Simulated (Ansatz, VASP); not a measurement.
Two plane-wave programs on LiY3

The input INCAR:

```
PREC     = Accurate       # precision mode
ENCUT    = 600            # plane-wave cutoff, eV
EDIFF    = 1E-6           # SCF threshold, eV
ISMEAR   = 0              # smearing method
SIGMA    = 0.1            # smearing width, eV
LREAL    = F              # projectors in reciprocal space
LASPH    = T              # aspherical terms in the spheres
NELM     = 60             # most SCF steps
ALGO     = Normal         # electronic algorithm
ISIF     = 3              # what is computed and relaxed
LWAVE    = F              # write WAVECAR
LCHARG   = F              # write CHGCAR
GGA      = PE             # functional
IBRION   = 2              # ionic algorithm
NSW      = 90             # ionic steps
EDIFFG   = -0.04          # ionic threshold
```

Contents of KPOINTS:

```
regular mesh
0
Gamma
  4 4 4
```

The input POSCAR:

```
LiY3
1.0
   -2.9385478300      2.9385478300      2.9385478300
    2.9385478300     -2.9385478300      2.9385478300
    2.9385478300      2.9385478300     -2.9385478300
Li Y
1 3
Direct
    0.0000000000      0.0000000000      0.0000000000
    0.0000000000      0.5000000000      0.5000000000
    0.5000000000      0.0000000000      0.5000000000
    0.5000000000      0.5000000000      0.0000000000
```

Input for Ansatz:

```yaml
crystal:
  lattice:
    - [-2.93854783, 2.93854783, 2.93854783]
    - [2.93854783, -2.93854783, 2.93854783]
    - [2.93854783, 2.93854783, -2.93854783]
  atoms:
    - { symbol: Li, position: [0.0, 0.0, 0.0] }
    - { symbol: "Y", position: [0.0, 0.5, 0.5] }
    - { symbol: "Y", position: [0.5, 0.0, 0.5] }
    - { symbol: "Y", position: [0.5, 0.5, 0.0] }
basis:
  ecutwfc: 420
kpoints:
  mp_grid: { grid: [4, 4, 4] }
hamiltonian:
  xc: pbe
scf:
  occupations: { method: gaussian, width: 0.1 }
  lower_state_search: "off"
output:
  forces: true
  stress: true
  eigenvalues: true
relax:
  adjacent_minimum: "off"
  f_tol: 0.04
  max_steps: 70
  cell: { stress_tol: 0.4 }
```

Alike in both runs: task relaxation of cell and atoms; functional PBE; k mesh 4 × 4 × 4; occupations gaussian, width 0.1 eV; no spin polarisation.

|  | VASP | Ansatz |
| --- | --- | --- |
| version | VASP 6.6.1 | Ansatz 0.2.0 |
| potentials or method | VASP PAW PBE potentials, release 64 (Li_sv, Y_sv), cutoff 600 eV | scalar-relativistic, plane waves, PAW |
| valence electrons in the cell | 36 | 36 |

```tsv
	VASP	Ansatz	Ansatz less VASP
gap on the k mesh at the Fermi level, each at its own relaxed structure (eV)	none	none	-
relaxed volume (Å³/atom)	30.97	30.65	-0.325
relaxed length of the cell vector where the two differ most in proportion (Å)	5.439	5.420	-0.0191
```

A gap of «none» marks a metal or a gap that the smearing closes.

The k mesh is coarse, so the values compare programs but aren't converged. Noted on VASP's run: the cutoff is under 1.25 times that of the potentials, so the pressure is a little rough; the volume moved by over 15 % at a fixed basis, so the end points are rough; too few bands were computed for a metal, which touches its energy and stress.
